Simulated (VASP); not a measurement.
**MgS: single point with HSE06**

MgS:

```xyz
2
Lattice="0.0000 2.8258 2.8258 2.8258 0.0000 2.8258 2.8258 2.8258 0.0000" Properties=species:S:1:pos:R:3 pbc="T T T"
Mg    0.0000    0.0000    0.0000
S     1.4129    1.4129    1.4129
```

| Quantity | Value |
| --- | --- |
| Program | VASP 6.6.1 |
| Task | single point |
| Functional | HSE06 |
| Potentials or basis | VASP PAW PBE potentials, release 64 (Mg, S) |
| Cutoff | 520 eV |
| k mesh | 7 × 7 × 7 |
| Occupations | fermi-dirac, width 0.05 eV |
| Spin | no spin polarisation |
| Dipole correction | no |
| Grid for exact exchange (PRECFOCK) | Normal |
| Further INCAR settings | ALGO = Normal; EDIFF = 1e-06; NBANDS = 11 |
| Share of exact exchange | 0.25 |
| Screening parameter | 0.2079 1/Å |

| Quantity | Value |
| --- | --- |
| Pressure | 0.2 GPa |
| Band gap on the k mesh | 4.54 eV |

Levels at points of the mesh, in eV from the valence-band top:
```tsv
k point	band 1	band 2	band 3	band 4	band 5	band 6	band 7	band 8	band 9
(0.00, 0.00, 0.00)	-12.44	0.00	0.00	0.00	4.54	9.20	9.20	9.20	12.21
```

It took 22 min on 1 thread of Intel(R) Xeon(R) Platinum 8259CL CPU @ 2.50GHz (Skylake/Cascade Lake) (shared host), peak memory 0.3 GiB.

Caveat: the PAW data sets were made with another functional, which shifts forces and pressure a little; an odd mesh through Γ misses points on the zone boundary, where band edges can lie.
